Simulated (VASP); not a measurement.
Set up this calculation in VASP 6.6.1, as the native input.

```yaml
Task: single point
Functional: PBE
Dispersion: D3(BJ)
Potentials_or_basis: VASP PAW PBE potentials, release 64 (Ca_sv, F, H)
Cutoff: 520 eV
k_mesh: 2 × 2 × 1
Occupations: fermi-dirac, width 0.05 eV
Spin: no spin polarisation
Dipole_correction: no
Further_INCAR_settings: LREAL = Auto; ALGO = Normal; EDIFF = 1e-07; NBANDS = 99
```

The structure of Ca16HF lies in POSCAR:

```
Ca16HF
1.0
   11.1600000000      0.0000000000      0.0000000000
    0.0000000000      7.8913120000      0.0000000000
    0.0000000000      0.0000000000     16.9184840000
Ca F H
16 1 1
Direct
    0.2500000000      0.2499964518      0.0591069507
    0.7500000000      0.2499964518      0.0591069507
    0.2500000000      0.7500020275      0.0591069507
    0.7500000000      0.7500020275      0.0591069507
    0.0266756272     -0.0528555961      0.1664156197
    0.5100896057      0.0526401693      0.1553271558
    0.0078763441      0.5058474434      0.1758018035
    0.5058333333      0.5242094090      0.1580283434
    0.3157347670      0.3041319365      0.2920119793
    0.7476164875      0.3172856427      0.2721756867
    0.2612724014      0.6982489097      0.2624230398
    0.7595788530      0.8391253571      0.2696695520
   -0.0120609319     -0.0028258926      0.3737391601
    0.5358512545     -0.0269410207      0.4033576531
   -0.0135304659      0.5025019921      0.4025419772
    0.5326792115      0.5861636189      0.3957742313
    0.1365143369      0.6759712453      0.4806754553
    0.1911111111      0.6810654553      0.4241219249
```

The input as run:

INCAR

```
PREC = Accurate ; ENCUT = 520
EDIFF = 1E-7 ; ISMEAR = -1
SIGMA = 0.05 ; LREAL = Auto
LASPH = True ; NELM = 80
ALGO = Normal ; ISIF = 2
LWAVE = False ; LCHARG = False
GGA = PE ; IVDW = 12
NBANDS = 99
```

KPOINTS

```
regular mesh
0
Gamma
  2 2 1
```

Potentials or basis: VASP PAW PBE potentials, release 64 (Ca_sv, F, H).

Command:

```sh
$ cat potpaw_PBE.64/Ca_sv/POTCAR potpaw_PBE.64/F/POTCAR potpaw_PBE.64/H/POTCAR > POTCAR
$ mpirun -np 1 vasp_std > vasp.out
```

It gave:

```
Largest force              : 1.744 eV/Å
Band gap on the k mesh     : zero (bands 84 and 85 overlap by 0.20 eV)
Dispersion energy per atom : -0.141 eV
```

Caveat: the k points lie up to 0.40 Å⁻¹ apart; the atoms stand as in a frame of molecular dynamics; there is no dipole correction, which matters where the two faces differ.

It took 43 min on 1 thread of Intel Xeon 8259CL (shared host), peak memory 1.3 GiB.
